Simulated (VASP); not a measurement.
Wanted: the native input for a VASP 6.6.1 run.

- Task: single point
- Functional: PBE
- Potentials or basis: VASP PAW PBE potentials, release 64 (Bi_d, H)
- Cutoff: 520 eV
- k mesh: 6 × 6 × 4
- Occupations: gaussian, width 0.1 eV
- Spin: no spin polarisation
- Dipole correction: no
- Further INCAR settings: ALGO = Normal; EDIFF = 1e-06; NBANDS = 24

The structure of Bi2H3 lies in POSCAR:

```
Bi2H3
1.0
    2.3937114800     -2.8852661300      0.0000000000
    2.3937114800      2.8852661300      0.0000000000
    0.0000000000      0.0000000000      5.1213788300
Bi H
2 3
Direct
    0.5000000000      0.5000000000      0.0000000000
    0.5000000000      0.5000000000      0.5000000000
    0.8634611000      0.8634611000      0.0000000000
    0.1365389000      0.1365389000      0.0000000000
    0.0000000000      0.0000000000      0.5000000000
```

The cell was built from a structure type or drawn by symmetry, and may not be a known phase.

The input as run:

INCAR

```
SYSTEM = Bi2H3
PREC = Accurate ; ENCUT = 520
EDIFF = 1E-6 ; ISMEAR = 0
SIGMA = 0.1 ; LREAL = .False.
LASPH = .True. ; NELM = 60
ALGO = Normal ; ISIF = 2
LWAVE = .False. ; LCHARG = .False.
GGA = PE ; NBANDS = 24
```

KPOINTS

```
regular mesh
0
Gamma
  6 6 4
  0 0 0
```

Potentials or basis: VASP PAW PBE potentials, release 64 (Bi_d, H).

Launch:

```bash
$ cat potpaw_PBE.64/Bi_d/POTCAR potpaw_PBE.64/H/POTCAR > POTCAR
$ mpirun -np 1 vasp_std > vasp.out
```

It gave:

```yaml
Pressure: 28.5 GPa
Largest_force: 3.349 eV/Å
Band_gap_on_the_k_mesh: zero (an odd number of electrons rules out a gap without spin polarisation)
```

Caveat: the cell stands under pressure; spin-orbit coupling is left out, which moves the levels of the heavy elements; forces of over 1 eV/Å act on the atoms, so gaps and moduli don't describe the material at rest.

It took 32 s on 1 thread of AMD EPYC 9R45 96-Core Processor (Zen 5), on a shared host, peak memory 0.17 GiB.
